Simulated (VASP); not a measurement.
**C: single point with PBEsol+D3(BJ)**

Crystal: C.

```
C
1.0
     2.45766    0.00000    0.00000
    -1.22883    2.12839    0.00000
     0.00000    0.00000    3.52948
C
2
Direct
  0.34273 0.68546 0.00000
  0.65727 0.31454 0.00000
```

This cell differs from its parent crystal: atoms displaced along a vibrational mode.

```
Program                : VASP 6.6.1
Task                   : single point
Functional             : PBEsol
Dispersion             : D3(BJ)
Potentials or basis    : VASP PAW PBE potentials, release 64 (C)
Cutoff                 : 520 eV
k mesh                 : 21 × 21 × 12
Occupations            : gaussian, width 0.15 eV
Spin                   : no spin polarisation
Dipole correction      : no
Further INCAR settings : ALGO = Normal; EDIFF = 1e-06; NBANDS = 11
```

```yaml
Pressure: 3.7 GPa
Largest_force: 4.842 eV/Å
Band_gap_on_the_k_mesh: zero (bands 4 and 5 overlap by 0.21 eV)
Dispersion_energy_per_atom: -0.105 eV
```

Forces in eV/Å, atoms in the order of the input:
```
C    0.000 -4.842  0.000
C    0.000  4.842  0.000
```

Stress tensor (GPa, compression positive):
```
-4.13  0.00  0.00
 0.00 15.55  0.00
 0.00  0.00 -0.19
```

Levels at points of the mesh, in eV from the Fermi level:
```tsv
k point	band 1	band 2	band 3	band 4	band 5	band 6	band 7	band 8	band 9
(0.00, 0.00, 0.00)	-19.60	-6.86	-4.08	-1.70	3.72	6.85	9.84	11.85	12.88
(0.00, 0.00, 0.50)	-19.40	-8.41	-4.06	-1.68	6.90	9.22	9.93	11.56	13.17
```

It took 4.1 min on 1 thread of Intel Xeon 8259CL (shared host), peak memory 0.24 GiB.

Caveat: the cell differs from its parent crystal (atoms displaced along a vibrational mode); the stress differs along the axes, from -4 to 16 GPa; the PAW data sets were made with another functional, which shifts forces and pressure a little.
